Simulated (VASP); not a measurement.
Runs of VASP 6.6.1 on HfN. The structure is that of space group Fm-3m (No. 225), or close to it. The cells are those of the table. 

```tsv
task	level	potentials or basis	cell	k mesh	gap on the mesh (eV)	pressure (GPa)
single point	r2SCAN	VASP PAW PBE potentials, release 64 (Hf_pv, N)	a = 3.200 Å, angles 60.0°, 2 atoms	12 × 12 × 12	none	-2.8
single point	PBEsol	VASP PAW PBE potentials, release 64 (Hf_pv, N)	a = 3.183 Å, angles 60.0°, 2 atoms	12 × 12 × 12	none	-2.2
single point	r2SCAN	VASP PAW PBE potentials, release 64 (Hf_pv, N)	a = 3.157 Å, angles 60.0°, 2 atoms	13 × 13 × 13	none	9.7
relaxation of the atoms	r2SCAN	VASP PAW PBE potentials, release 64 (Hf_pv, N)	atoms relaxed from a = 3.157 Å, angles 60.0°, 2 atoms	13 × 13 × 13	none	9.7
single point	PBE	VASP PAW PBE potentials, release 64 (Hf_pv, N)	a = 3.216 Å, angles 60.0°, 2 atoms	12 × 12 × 12	none	(a)
single point	LDA	VASP PAW LDA potentials, release 64 (Hf_pv, N)	a = 3.159 Å, angles 60.0°, 2 atoms	12 × 12 × 12	none	-1.3
```

Alike in all rows: no spin polarisation; cutoff (eV) 520; smearing fermi-dirac 0.1 eV.

Problem. Estimate the missing entries.

Solution. (a) -2.4.

Caveats: spin-orbit coupling is left out, which moves the levels of the heavy elements; the PAW data sets were made with another functional, which shifts forces and pressure a little (some runs); the relaxation stopped at its first step, so nothing moved (some runs).

A k mesh can miss the band edges, and the runs leave out spin-orbit coupling on Hf.

A gap of «none» marks levels without a gap at the run's occupations.
